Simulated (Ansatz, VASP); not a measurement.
## One calculation of Cu, two programs

Contents of POSCAR:

```
Cu
1.0
   -1.4427900000      1.4427900000      1.3760800000
    1.4427900000     -1.4427900000      1.3760800000
    1.4427900000      1.4427900000     -1.3760800000
Cu
1
Direct
    0.0000000000      0.0000000000      0.0000000000
```

The input INCAR.step1:

```
SYSTEM = Cu
  PREC = Accurate
  ENCUT = 600
  ISMEAR = 1
  SIGMA = 0.15
  LREAL = .False.
  LASPH = .True.
  NELM = 60
  GGA = PE
  ALGO = Normal
  EDIFF = 1E-4
  LWAVE = .True.
  LCHARG = .False.
```

File INCAR.step2:

```
SYSTEM = Cu
  PREC = Accurate
  ENCUT = 600
  EDIFF = 1E-7
  ISMEAR = 1
  SIGMA = 0.15
  LREAL = .False.
  LASPH = .True.
  NELM = 60
  ALGO = Normal
  ISIF = 3
  LWAVE = .False.
  LCHARG = .False.
  METAGGA = R2SCAN
  LMIXTAU = .True.
  IBRION = 2
  NSW = 80
  EDIFFG = -0.005
  ISTART = 1
```

KPOINTS

```
Automatic mesh
0
Gamma
  16 16 16
  0 0 0
```

Input for Ansatz:

```yaml
crystal:
  lattice:
    - [-1.44279, 1.44279, 1.37608]
    - [1.44279, -1.44279, 1.37608]
    - [1.44279, 1.44279, -1.37608]
  atoms:
    - { symbol: Cu, position: [0.0, 0.0, 0.0] }
basis:
  ecutwfc: 530.0
kpoints:
  mp_grid:
    grid: [16, 16, 16]
hamiltonian:
  xc: r2scan
  dispersion: none
scf:
  occupations:
    method: cold
    width: 0.15
relax:
  f_tol: 0.005
  max_steps: 60
  cell: {}
```

Alike in both runs: task relaxation of cell and atoms; functional r2SCAN; k mesh 16 × 16 × 16; no spin polarisation.

|  | VASP | Ansatz |
| --- | --- | --- |
| version | VASP 6.6.1 | Ansatz 0.2.0 |
| potentials or method | VASP PAW PBE potentials, release 64 (Cu), cutoff 600 eV | plane waves, PAW |
| occupations | methfessel-paxton of order 1, width 0.15 eV | cold, width 0.15 eV |
| valence electrons in the cell | 11 | 19 |

Ansatz gave:

| Property | Result |
| --- | --- |
| relaxed volume (Å³/atom) | 11.48 |
| relaxed length of the cell vector where the two differ most in proportion (Å) | 2.462 |

Question: Which values does VASP return?

Answer: Relaxed volume (Å³/atom): 11.53; relaxed length of the cell vector where the two differ most in proportion (Å): 2.466.

VASP's potentials were made for PBE, not for r2SCAN. VASP's potentials hold 11 valence electrons a cell and Ansatz's 19, so a difference there can come from the potentials and not from the codes.
